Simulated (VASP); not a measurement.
# C (P4/mmm) in VASP: notebook, part 2 of 2

VASP 6.6.1.

**3. Single point, PBE**

This run uses another cell than the first one, of 23.15 Å³/atom, 1.128 times its volume.

Input file INCAR:

```
SYSTEM = C
ALGO = Normal
EDIFF = 1E-6
ENCUT = 520
GGA = PE
ISIF = 2
ISMEAR = 0
LASPH = .True.
LCHARG = .False.
LREAL = .False.
LWAVE = .False.
NBANDS = 8
NELM = 100
PREC = Accurate
SIGMA = 0.1
```

Input file KPOINTS:

```
k-points
0
Gamma
  14 14 42
  0 0 0
```

Input file POSCAR:

```
C
1.0
    4.2485901249      0.0000000000      0.0000000000
    0.0000000000      4.2485901249      0.0000000000
    0.0000000000      0.0000000000      1.2822761482
C
1
Direct
    0.5000000000      0.5000000000      0.0000000000
```

Potentials or basis: VASP PAW PBE potentials, release 64 (C).

On the command line:

```sh
cat potpaw_PBE.64/C/POTCAR > POTCAR
mpirun -np 1 vasp_std > vasp.out
```

Run time: 34 s. Hardware: 1 thread of Intel Xeon Platinum 8488C (Sapphire Rapids), shared host; peak memory 0.23 GiB.

The run converged. Its results:

```yaml
Free_energy: -8.2613 eV
Pressure: -0.1 GPa
Band_gap_on_the_k_mesh: zero (band 2 reaches 7.42 eV, above the bottom of band 3 at -7.19 eV)
```

Stress tensor (GPa, compression positive):
```
 0.02  0.00  0.00
 0.00  0.02  0.00
 0.00  0.00 -0.25
```

Levels at points of the mesh, in eV from the Fermi level:
```csv
k point,band 1,band 2,band 3,band 4,band 5,band 6,band 7
"(0.00, 0.00, 0.00)",-16.30,-5.15,-5.15,3.77,8.14,12.74,12.74
"(0.50, 0.00, 0.00)",-16.27,-5.55,-5.11,6.24,6.26,10.37,13.40
"(0.50, 0.50, 0.00)",-16.23,-5.48,-5.48,5.88,8.81,8.81,12.64
"(0.00, 0.00, 0.50)",-9.05,8.53,11.22,11.22,23.54,23.54,24.87
"(0.50, 0.00, 0.50)",-9.05,8.59,11.11,11.23,22.08,23.70,27.09
"(0.50, 0.50, 0.50)",-9.04,8.65,11.13,11.13,22.42,22.42,28.67
```

**4. Single point, PBE**

This run uses another cell than the first one, of 23.15 Å³/atom, 1.128 times its volume.

Input file INCAR:

```
PREC = Accurate ; ENCUT = 520
EDIFF = 1E-7 ; ISMEAR = 0
SIGMA = 0.1 ; LREAL = False
LASPH = True ; NELM = 80
ALGO = Normal ; ISIF = 2
LWAVE = False ; LCHARG = False
GGA = PE ; NBANDS = 8
```

Input file KPOINTS:

```
regular mesh
0
Gamma
  14 14 42
```

POSCAR is that of step 3.

Potentials or basis: VASP PAW PBE potentials, release 64 (C).

On the command line:

```sh
cat potpaw_PBE.64/C/POTCAR > POTCAR
mpirun -np 1 vasp_std > vasp.out
```

OUTCAR:

```text
PREC = Accurate
   ENCUT = 520
   EDIFF = 1E-7
   ISMEAR = 0
   LREAL = False
   LASPH = True
   NELM = 80
   ISIF = 2
   GGA = PE

 ion  position               nearest neighbor table
   1  0.500  0.500  0.000-

  LATTYP: Found a simple tetragonal cell.
 ALAT       =     4.2485901249
 C/A-ratio  =     0.3018121566

  Lattice vectors:

 A1 = (   4.2485901249,   0.0000000000,   0.0000000000)
 A2 = (   0.0000000000,   4.2485901249,   0.0000000000)
 A3 = (   0.0000000000,   0.0000000000,   1.2822761482)
[... 435 lines left out ...]
  band No.  band energies     occupation
      1     -17.9750      2.00000
      2      -7.1655      2.00000
      3      -6.9812      2.00000
      4       3.8326      0.00000
      5       6.0035      0.00000
      6       7.5011      0.00000
      7      12.3210      0.00000
      8      14.1001      0.00000

 [... further k-points ...]
[... 5 lines left out ...]
  --------------------------------------------------------------------------------------
  -------------------------------------------------------------------------------------
  Total        0.0009774      0.0009774     -0.0354316      0.0000000      0.0000000      0.0000000
  in kB        0.0676560      0.0676560     -2.4526193      0.0000000      0.0000000      0.0000000
  external PRESSURE =      -0.7724358 kB  Pullay stress =       0.0000000 kB

 VOLUME and BASIS-vectors are now :
 -----------------------------------------------------------------------------
  energy-cutoff  :      520.00
  volume of cell :       23.15
      direct lattice vectors                 reciprocal lattice vectors
     4.248590125  0.000000000  0.000000000     0.235372199  0.000000000  0.000000000
     0.000000000  4.248590125  0.000000000     0.000000000  0.235372199  0.000000000
     0.000000000  0.000000000  1.282276148     0.000000000  0.000000000  0.779863215

 POSITION                                       TOTAL-FORCE (eV/Angst)
 -----------------------------------------------------------------------------------
      2.12430      2.12430      0.00000         0.000000      0.000000      0.000000
 -----------------------------------------------------------------------------------
    total drift:                                0.000000     -0.000000      0.000000

  FREE ENERGIE OF THE ION-ELECTRON SYSTEM (eV)
  ---------------------------------------------------
  free  energy   TOTEN  =        -8.2613127185 eV

  energy  without entropy=       -8.2613126555  energy(sigma->0) =       -8.26131269
```

stdout:

```text
POSCAR found type information on POSCAR C
 POSCAR found :  1 types and       1 ions
 scaLAPACK will be used
 LDA part: xc-table for (Slater+PW92), standard interpolation
 POSCAR, INCAR and KPOINTS ok, starting setup
 FFT: planning ... GRIDC
 FFT: planning ... GRID_SOFT
 FFT: planning ... GRID
 WAVECAR not read
 entering main loop
```

It took 36 s on 1 thread of Intel Xeon Platinum 8488C (Sapphire Rapids), shared host; peak memory 0.22 GiB.

Results:

| Property | Result |
| --- | --- |
| Free energy | -8.2613 eV |
| Pressure | -0.1 GPa |
| Band gap on the k mesh | zero (band 2 reaches 7.42 eV, above the bottom of band 3 at -7.19 eV) |

Stress tensor (GPa, compression positive):
```
 0.01  0.00  0.00
 0.00  0.01  0.00
 0.00  0.00 -0.25
```

Levels at points of the mesh, in eV from the Fermi level:
```
           k point  band 1  band 2  band 3  band 4  band 5
(0.00, 0.00, 0.00)  -16.30   -5.15   -5.15    3.77    8.14
(0.50, 0.00, 0.00)  -16.27   -5.55   -5.11    6.24    6.26
(0.50, 0.50, 0.00)  -16.23   -5.48   -5.48    5.88    8.81
(0.00, 0.00, 0.50)   -9.05    8.53   11.22   11.22   23.54
(0.50, 0.00, 0.50)   -9.05    8.59   11.11   11.23   22.08
(0.50, 0.50, 0.50)   -9.04    8.65   11.13   11.13   22.42
```

**5. Relaxation of cell and atoms, PBE**

This run uses another cell than the first one, of 10.96 Å³/atom, 0.534 times its volume.

Input file INCAR:

```
PREC     = Accurate       # precision mode
ENCUT    = 910            # plane-wave cutoff, eV
EDIFF    = 1E-7           # SCF threshold, eV
ISMEAR   = 0              # smearing method
SIGMA    = 0.1            # smearing width, eV
LREAL    = F              # projectors in reciprocal space
LASPH    = T              # aspherical terms in the spheres
NELM     = 120            # most SCF steps
ALGO     = Normal         # electronic algorithm
ISIF     = 3              # what is computed and relaxed
LWAVE    = F              # write WAVECAR
LCHARG   = F              # write CHGCAR
GGA      = PE             # functional
IBRION   = 2              # ionic algorithm
NSW      = 90             # ionic steps
EDIFFG   = -0.04          # ionic threshold
GGA_COMPAT= F            
NELMIN   = 4
```

Input file KPOINTS:

```
regular mesh
0
Gamma
  6 6 10
```

Input file POSCAR:

```
C
1.0
    2.5974912400      0.0000000000      0.0000000000
    0.0000000000      2.5974912400      0.0000000000
    0.0000000000      0.0000000000      1.6237257500
C
1
Direct
    0.5000000000      0.5000000000      0.0000000000
```

Potentials or basis: VASP PAW PBE potentials, release 64 (C_h).

On the command line:

```sh
cat potpaw_PBE.64/C_h/POTCAR > POTCAR
mpirun -np 1 vasp_std > vasp.out
```

Wall time 68 s (1 thread of Intel Xeon Platinum 8259CL at 2.50GHz (Skylake/Cascade Lake), shared host); peak memory 0.13 GiB.

Results (log left out):

```yaml
Free_energy: -8.2687 eV
Relaxed_volume: 13.58 Å³/atom
Relaxed_cell: a = 3.263 Å, b = 3.263 Å, c = 1.276 Å, α = 90.00°, β = 90.00°, γ = 90.00°
Space_group_after_relaxing_to_0.05_Å: P4/mmm (No. 123)
Energy_gained_by_relaxing: 2539.9 meV/atom
Ionic_steps: 18
Pressure_after_relaxing: 0.2 GPa
Band_gap_on_the_k_mesh: zero (band 2 reaches 10.63 eV, above the bottom of band 3 at -4.73 eV)
```

Stress tensor (GPa, compression positive):
```
0.08 0.00 0.00
0.00 0.08 0.00
0.00 0.00 0.47
```

The path:
```
step  energy change (eV)  largest force (eV/Å)  pressure (GPa)  volume (Å³)
   1              0.0000                0.0000          -49.21        10.96
   2             12.7519                0.0000          899.02         5.73
   3             -0.4801                0.0000          -55.46        10.45
   4             -1.0899                0.0000          -50.33         9.91
   5             -1.4945                0.0000          116.61         7.80
   6             -1.9609                0.0000           -2.88         8.90
   7             -2.0333                0.0000           30.84         8.48
   8             -2.0405                0.0000           21.37         8.58
   9             -2.0396                0.0000           25.50         8.54
  10             -2.2157                0.0000           41.53         9.56
  11             -2.1424                0.0000           57.48        10.61
  12             -2.2315                0.0000           47.10         9.97
  13             -2.2902                0.0000           41.23        10.31
  14             -2.4224                0.0000           26.45        11.40
  15             -2.5271                0.0000            5.63        13.78
  16             -2.5275                0.0000            4.78        13.91
  17             -2.5363                0.0000            2.65        13.76
  18             -2.5399                0.0000            0.21        13.58
```

Final structure:
```
C
1.0
     3.26297    0.00000    0.00000
     0.00000    3.26297    0.00000
     0.00000    0.00000    1.27584
C
1
Direct
  0.50000 0.50000 0.00000
```

Levels at points of the mesh, in eV from the Fermi level:
| k point | band 1 | band 2 | band 3 | band 4 | band 5 | band 6 |
| --- | --- | --- | --- | --- | --- | --- |
| (0.00, 0.00, 0.00) | -16.30 | -4.09 | -4.09 | 5.39 | 10.38 | 19.78 |
| (0.50, 0.00, 0.00) | -15.92 | -6.06 | -3.89 | 9.25 | 9.75 | 14.37 |
| (0.50, 0.50, 0.00) | -15.59 | -5.62 | -5.62 | 6.54 | 14.89 | 14.89 |
| (0.00, 0.00, 0.50) | -8.73 | 8.68 | 12.14 | 12.14 | 24.96 | 25.69 |
| (0.50, 0.00, 0.50) | -8.69 | 9.23 | 11.30 | 12.22 | 21.33 | 26.26 |
| (0.50, 0.50, 0.50) | -8.65 | 9.73 | 11.47 | 11.47 | 22.41 | 22.41 |

Caveat: the k points lie up to 0.49 Å⁻¹ apart in the final cell; the cutoff is under 1.25 times the usual one of these potentials, so pressure, stress and relaxed cells hold a basis-set (Pulay) error; the volume moved by over 15 % at a fixed basis, so the end points are rough.

**6. Summary**

```tsv
task	potentials or basis	spin	cell	k mesh	cutoff (eV)	second run	gap on the mesh (eV)	pressure (GPa)
single point	VASP PAW PBE potentials, release 64 (C)	collinear, ferromagnetic start	a = 4.006, b = 4.006, c = 1.279 Å, 1 atom	4 × 4 × 12	520	-	none	1.6
single point	VASP PAW PBE potentials, release 64 (C)	off	a = 4.249, b = 4.249, c = 1.282 Å, 1 atom	14 × 14 × 42	520	-	none	-0.1
relaxation of cell and atoms	VASP PAW PBE potentials, release 64 (C_h)	off	relaxed from a = 2.597, b = 2.597, c = 1.624 Å, 1 atom	6 × 6 × 10	910	hard_potentials	none	0.2
```

Alike in all rows: level PBE; smearing gaussian 0.1 eV.

Caveats: some runs use coarse meshes; the cutoff is under 1.25 times the usual one of these potentials, so pressure, stress and relaxed cells hold a basis-set (Pulay) error (some runs); the volume moved by over 15 % at a fixed basis, so the end points are rough (some runs).

Total energies depend on the potentials used, so only differences within one code and one set of settings carry meaning.
